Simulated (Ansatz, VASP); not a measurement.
## One calculation of LiMg3H, two programs

```
CELL_PARAMETERS angstrom
4.86602 0.00000 0.00000
0.00000 4.86602 0.00000
0.00000 0.00000 23.21915
ATOMIC_POSITIONS crystal
Mg 0.50000 0.00000 0.17227
Mg 0.00000 0.50000 0.17227
Mg 0.50000 0.50000 0.24637
Mg 0.00000 0.50000 0.32117
Mg 0.50000 0.00000 0.32117
Mg 0.00000 0.00000 0.39564
Li 0.00000 0.00000 0.24637
Li 0.50000 0.50000 0.39705
H 0.25000 0.68321 0.47156
H 0.25000 0.81679 0.47156
```

Alike in both runs: task single point; functional LDA; k mesh 6 × 6 × 1; occupations gaussian, width 0.1 eV; no spin polarisation.

|  | VASP | Ansatz |
| --- | --- | --- |
| version | VASP 6.6.1 | Ansatz 0.2.0 |
| potentials or method | VASP PAW LDA potentials, release 64 (Mg, Li_sv, H), cutoff 520 eV | scalar-relativistic, plane waves, PAW |
| valence electrons in the cell | 20 | 68 |

```tsv
	VASP	Ansatz	Ansatz less VASP
gap on the k mesh at the Fermi level (eV)	none	none	-
rms of the force components (eV/Å)	1.545	1.532	-0.0128
work function, face that differs most (eV)	3.40	3.38	-0.015
```

LDA's correlation is that of Perdew and Zunger in VASP and of Perdew and Wang (1992) in Ansatz. A gap of «none» marks a metal or a gap that the smearing closes. VASP's potentials hold 20 valence electrons a cell and Ansatz's 68, so a difference there can come from the potentials and not from the codes.

Noted on VASP's run: the cutoff is short for stress, so the pressure is rough.
